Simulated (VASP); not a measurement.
Here is a VASP 6.6.1 calculation.

The input INCAR:

```
ALGO = Normal
EDIFF = 1E-6
ENCUT = 520
GGA = PS
ISIF = 2
ISMEAR = -1
LASPH = T
LCHARG = F
LREAL = Auto
LWAVE = F
NBANDS = 73
NELM = 80
PREC = Accurate
SIGMA = 0.15
```

KPOINTS

```
k-points
0
Gamma
  2 2 2
```

File POSCAR:

```
Al32O
1.0
    8.1000000000      0.0000000000      0.0000000000
    0.0000000000      8.1000000000      0.0000000000
    0.0000000000      0.0000000000      8.1000000000
Al O
32 1
Direct
    0.4992690123      0.0009879012      0.0004928395
    0.7475291358      0.2387160494     -0.0020362963
    0.7524770370      0.0006723457      0.2492166667
    0.0027233333     -0.0019141975      0.0001270370
    0.2546109877      0.2526235802      0.0045486420
    0.5172766667      0.4984707407      0.0064544444
    0.7501196296      0.7598351852     -0.0019581481
    0.2505095062      0.0009976543      0.2492574074
    0.5022319753      0.2470153086      0.2522074074
    0.7453501235      0.5012041975      0.2593818519
    0.4992258025      0.0006681481      0.5024790123
    0.7471609877      0.2480198765      0.4971556790
    0.7384374074      0.0031465432      0.7478049383
   -0.0356397531      0.4948887654      0.0063003704
    0.2545400000      0.7418634568      0.0044481481
    0.0021503704      0.2528081481      0.2490440741
    0.2565161728      0.4984558025      0.2673962963
    0.5011249383      0.7524222222      0.2511033333
   -0.0021935802      0.0031419753      0.4884413580
    0.2479776543      0.2386438272      0.4975123457
    0.5094550617      0.5012137037      0.4953540741
    0.7442060494      0.7537866667      0.4942022222
    0.2501504938     -0.0019319753      0.7527162963
    0.4990339506      0.2528317284      0.7521598765
    0.7495295062      0.5008059259      0.7435579012
    0.0012834568      0.7480733333      0.2521016049
   -0.0064753086      0.5008183951      0.4995479012
    0.2480496296      0.7598782716      0.5001453086
   -0.0083444444      0.2352569136      0.7416275309
    0.2563071605      0.4949024691      0.7142881481
    0.5020402469      0.7480306173      0.7513070370
   -0.0137635802      0.7667632099      0.7361990123
    0.1599892593      0.5493850617      0.9098728395
```

Potentials or basis: VASP PAW PBE potentials, release 64 (Al, O).

Run with:

```bash
$ cat potpaw_PBE.64/Al/POTCAR potpaw_PBE.64/O/POTCAR > POTCAR
$ mpirun -np 1 vasp_std > vasp.out
```

Task: Predict the band gap on the k mesh.

Result: Zero (bands 51 and 52 overlap by 0.87 eV).

Task: What does it give for the pressure?

Result: -0.3 GPa.

Task: Estimate the largest force.

Result: 0.808 eV/Å.

Forces on the atoms (eV/Å):
```
Al   0.019  0.000  0.002
Al  -0.032 -0.011  0.001
Al  -0.007 -0.008 -0.002
Al  -0.011 -0.057 -0.003
Al   0.033 -0.225  0.035
Al  -0.061 -0.048 -0.009
Al   0.015 -0.053  0.003
Al   0.002 -0.001  0.017
Al   0.024 -0.033  0.024
Al  -0.004 -0.003 -0.012
Al  -0.001 -0.009 -0.007
Al   0.022 -0.007  0.021
Al   0.011  0.029 -0.004
Al   0.065 -0.105  0.033
Al   0.035  0.108  0.039
Al   0.002 -0.020 -0.012
Al  -0.012 -0.047 -0.066
Al   0.007 -0.014  0.008
Al  -0.004  0.029  0.011
Al   0.002 -0.009 -0.030
Al  -0.012 -0.003 -0.003
Al  -0.023 -0.007 -0.022
Al  -0.004 -0.056 -0.011
Al  -0.011 -0.021  0.001
Al  -0.005 -0.004  0.015
Al  -0.009 -0.006  0.038
Al   0.016 -0.005 -0.006
Al   0.003 -0.054  0.012
Al   0.062  0.014  0.063
Al   0.036 -0.108  0.058
Al   0.041 -0.005 -0.011
Al  -0.020 -0.032 -0.018
O   -0.178  0.771 -0.164
```

Caveat: the k points lie up to 0.39 Å⁻¹ apart, too coarse for converged energies and pressures of a metal; the PAW data sets were made with another functional, which shifts forces and pressure a little.
